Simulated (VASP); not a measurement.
# GaCo (Pm-3m) in VASP: electric field gradients with LDA

Aim: the electric field gradients of GaCo with LDA.

Everything below comes from runs of VASP 6.6.1. Logs are shortened: lines on timing, memory, paths and dates and some standing lists are left out, and cuts for length are marked.

**1. The cell of the first run**

It takes space group Pm-3m (No. 221, cubic). The conventional cell has a = 2.847 Å, b = 2.847 Å, c = 2.847 Å, α = 90.00°, β = 90.00°, γ = 90.00°. Within 3.3 Å of Ga (site symmetry m-3m) lie 8 Co at 2.47 Å and 6 Ga at 2.85 Å. Co (site symmetry m-3m) has 8 Ga at 2.47 Å and 6 Co at 2.85 Å within 3.3 Å.

**2. Electric field gradients, LDA**

File INCAR:

```
  ALGO = Normal
  EDIFF = 1E-8
  ENCUT = 520
  GGA = CA
  ISIF = 2
  ISMEAR = -1
  LASPH = T
  LCHARG = F
  LEFG = T
  LREAL = F
  LWAVE = F
  NBANDS = 18
  NELM = 80
  PREC = Accurate
  SIGMA = 0.08
```

File KPOINTS:

```
k-points
0
Gamma
  12 12 12
```

File POSCAR:

```
GaCo
1.0
    2.8472292200      0.0000000000      0.0000000000
    0.0000000000      2.8472292200      0.0000000000
    0.0000000000      0.0000000000      2.8472292200
Ga Co
1 1
Direct
    0.5000000000      0.5000000000      0.5000000000
    0.0000000000      0.0000000000      0.0000000000
```

Potentials or basis: VASP PAW LDA potentials, release 64 (Ga_d, Co).

Command:

```sh
$ cat potpaw_LDA.64/Ga_d/POTCAR potpaw_LDA.64/Co/POTCAR > POTCAR
$ mpirun -np 1 vasp_std > vasp.out
```

OUTCAR:

```text
EDIFF = 1E-8
   ENCUT = 520
   GGA = CA
   ISIF = 2
   ISMEAR = -1
   LASPH = T
   LREAL = F
   NELM = 80
   PREC = Accurate

 ion  position               nearest neighbor table
   1  0.500  0.500  0.500-   2 2.47   2 2.47   2 2.47   2 2.47   2 2.47   2 2.47   2 2.47   2 2.47

   2  0.000  0.000  0.000-   1 2.47   1 2.47   1 2.47   1 2.47   1 2.47   1 2.47   1 2.47   1 2.47

  LATTYP: Found a simple cubic cell.
 ALAT       =     2.8472292200

  Lattice vectors:

 A1 = (   2.8472292200,   0.0000000000,   0.0000000000)
 A2 = (   0.0000000000,   2.8472292200,   0.0000000000)
 A3 = (   0.0000000000,   0.0000000000,   2.8472292200)

Analysis of symmetry for initial positions (statically):
=====================================================================
 Subroutine PRICEL returns:
 Original cell was already a primitive cell.

 Routine SETGRP: Setting up the symmetry group for a
 simple cubic supercell.

 Subroutine GETGRP returns: Found 48 space group operations
 (whereof 48 operations were pure point group operations)
 out of a pool of 48 trial point group operations.

The static configuration has the point symmetry O_h .

Analysis of symmetry for dynamics (positions and initial velocities):
=====================================================================
 Subroutine PRICEL returns:
 Original cell was already a primitive cell.

 Routine SETGRP: Setting up the symmetry group for a
 simple cubic supercell.

 Subroutine GETGRP returns: Found 48 space group operations
 (whereof 48 operations were pure point group operations)
 out of a pool of 48 trial point group operations.

The dynamic configuration has the point symmetry O_h .

 Subroutine INISYM returns: Found 48 space group operations
 (whereof 48 operations are pure point group operations),
 and found     1 'primitive' translations

----------------------------------------------------------------------------------------

                                     Primitive cell

  volume of cell :      23.0817

  direct lattice vectors                    reciprocal lattice vectors
     2.847229220  0.000000000  0.000000000     0.351218649  0.000000000  0.000000000
     0.000000000  2.847229220  0.000000000     0.000000000  0.351218649  0.000000000
     0.000000000  0.000000000  2.847229220     0.000000000  0.000000000  0.351218649

  length of vectors
[... 115 lines left out ...]
  volume of cell :       23.08
 maximum number of plane-waves:       633
 NGX is ok and might be reduce to    24
   NGX = 11   NGY = 11   NGZ = 11

 number of electron      22.0000001 magnetization

 Free energy of the ion-electron system (eV)
  ---------------------------------------------------
  ext. energy  EPLUGINS =         0.00000000
  ---------------------------------------------------
  free energy    TOTEN  =       -12.52484200 eV

  energy without entropy =      -12.50012628  energy(sigma->0) =      -12.51248414

 E-fermi :   9.9304     XC(G=0): -13.7299

 val. band max:        9.9137995979   @ k =   0.5000   0.3333   0.2500
 cond. band min:       9.9525765150   @ k =   0.5000   0.3333   0.0833
 fundamental gap:      0.0387769170
 Fermi energy:         9.9303765223

 k-point     1 :       0.0000    0.0000    0.0000
  band No.  band energies     occupation
      1      -5.3430      2.00000
      2      -5.3430      2.00000
      3      -4.9677      2.00000
      4      -4.9677      2.00000
      5      -4.9677      2.00000
      6      -2.3709      2.00000
[... 481 lines left out ...]
      5      -4.8926      2.00000
      6       2.5133      2.00000
[... 10 lines left out ...]
     17      26.0371      0.00000
     18      26.0668      0.00000

 [... further k-points ...]
[... 5 lines left out ...]
  --------------------------------------------------------------------------------------
  -------------------------------------------------------------------------------------
  Total       -1.0606047     -1.0606047     -1.0606047     -0.0000000     -0.0000000      0.0000000
  in kB      -73.6201751    -73.6201751    -73.6201751     -0.0000000     -0.0000000      0.0000000
  external PRESSURE =     -73.6201751 kB  Pullay stress =       0.0000000 kB

 VOLUME and BASIS-vectors are now :
 -----------------------------------------------------------------------------
  energy-cutoff  :      520.00
  volume of cell :       23.08
      direct lattice vectors                 reciprocal lattice vectors
     2.847229220  0.000000000  0.000000000     0.351218649  0.000000000  0.000000000
     0.000000000  2.847229220  0.000000000     0.000000000  0.351218649  0.000000000
     0.000000000  0.000000000  2.847229220     0.000000000  0.000000000  0.351218649

 POSITION                                       TOTAL-FORCE (eV/Angst)
 -----------------------------------------------------------------------------------
      1.42361      1.42361      1.42361         0.000000      0.000000      0.000000
      0.00000      0.00000      0.00000         0.000000      0.000000      0.000000
 -----------------------------------------------------------------------------------
    total drift:                                0.000000      0.000000     -0.000000

  FREE ENERGIE OF THE ION-ELECTRON SYSTEM (eV)
  ---------------------------------------------------
  free  energy   TOTEN  =       -12.5248420026 eV

  energy  without entropy=      -12.5001262758  energy(sigma->0) =      -12.51248414

 Electric field gradients (V/A^2)
---------------------------------------------------------------------
 ion       V_xx      V_yy      V_zz      V_xy      V_xz      V_yz
---------------------------------------------------------------------
   1       0.000     0.000     0.000     0.000     0.000     0.000
   2       0.000    -0.000     0.000    -0.000     0.000    -0.000
---------------------------------------------------------------------

 Electric field gradients after diagonalization (V/A^2)
 (convention: |V_zz| > |V_xx| > |V_yy|)
----------------------------------------------------------------------
 ion       V_xx      V_yy      V_zz     asymmetry (V_yy - V_xx)/ V_zz
----------------------------------------------------------------------
   1       0.000     0.000     0.000      -0.305
   2      -0.000     0.000     0.000       0.431
----------------------------------------------------------------------

           NMR quadrupolar parameters

 Cq : quadrupolar parameter    Cq=e*Q*V_zz/h
 eta: asymmetry parameters     (V_yy - V_xx)/ V_zz
 Q  : nuclear electric quadrupole moment in mb (millibarn)
----------------------------------------------------------------------
 ion       Cq(MHz)       eta       Q (mb)
----------------------------------------------------------------------
   1       0.000      -0.305       1.000
   2       0.000       0.431       1.000
----------------------------------------------------------------------
```

OSZICAR:

```text
N       E                     dE             d eps       ncg     rms          rms(c)
DAV:   1     0.101417214857E+03    0.10142E+03   -0.10482E+04  3344   0.220E+03
DAV:   2    -0.721035979138E+01   -0.10863E+03   -0.10440E+03  3054   0.324E+02
DAV:   3    -0.134662923428E+02   -0.62559E+01   -0.62019E+01  3242   0.781E+01
DAV:   4    -0.135687151376E+02   -0.10242E+00   -0.10234E+00  3742   0.963E+00
DAV:   5    -0.135724268397E+02   -0.37117E-02   -0.37112E-02  3662   0.168E+00    0.987E+00
DAV:   6    -0.145079115546E+02   -0.93548E+00   -0.19332E+01  3276   0.541E+01    0.113E+01
DAV:   7    -0.125704740583E+02    0.19374E+01   -0.77508E+00  3294   0.401E+01    0.179E+00
DAV:   8    -0.125317493498E+02    0.38725E-01   -0.15459E-01  3690   0.376E+00    0.583E-01
DAV:   9    -0.125251879994E+02    0.65614E-02   -0.10494E-02  4300   0.142E+00    0.102E-01
DAV:  10    -0.125248581141E+02    0.32989E-03   -0.31822E-04  3886   0.225E-01    0.573E-02
DAV:  11    -0.125248419253E+02    0.16189E-04   -0.25784E-05  3556   0.702E-02    0.776E-03
DAV:  12    -0.125248420185E+02   -0.93191E-07   -0.19545E-06  4326   0.187E-02    0.237E-03
DAV:  13    -0.125248420079E+02    0.10615E-07   -0.57169E-08  3788   0.324E-03    0.537E-04
DAV:  14    -0.125248420026E+02    0.53142E-08   -0.12523E-08  1850   0.115E-03
   1 F= -.12524842E+02 E0= -.12512484E+02  d E =-.247157E-01
```

Run time: 37 s. Hardware: 1 thread of AMD EPYC 7R43 (Zen 3), shared host; peak memory 0.12 GiB.

What came out:

```
Free energy            : -12.5248 eV
Pressure               : -7.4 GPa
Band gap on the k mesh : zero (band 11 reaches 11.46 eV, above the bottom of band 12 at 9.68 eV)
```

Levels at points of the mesh, in eV from the Fermi level:
| k point | band 8 | band 9 | band 10 | band 11 | band 12 | band 13 | band 14 | band 15 |
| --- | --- | --- | --- | --- | --- | --- | --- | --- |
| (0.00, 0.00, 0.00) | -2.65 | -0.72 | -0.72 | -0.72 | 5.31 | 5.31 | 5.31 | 11.43 |
| (0.50, 0.00, 0.00) | -2.43 | -1.79 | -1.79 | -0.71 | 0.12 | 10.91 | 10.91 | 11.94 |
| (0.50, 0.50, 0.00) | -3.16 | -2.54 | -1.23 | -1.23 | -0.25 | 2.44 | 3.35 | 11.75 |
| (0.50, 0.50, 0.50) | -4.22 | -0.21 | -0.21 | 0.74 | 4.01 | 4.01 | 4.01 | 4.99 |

Caveat: without QUAD_EFG the Cq values of the log hold for a quadrupole moment of 1 mb, not for the nuclei.
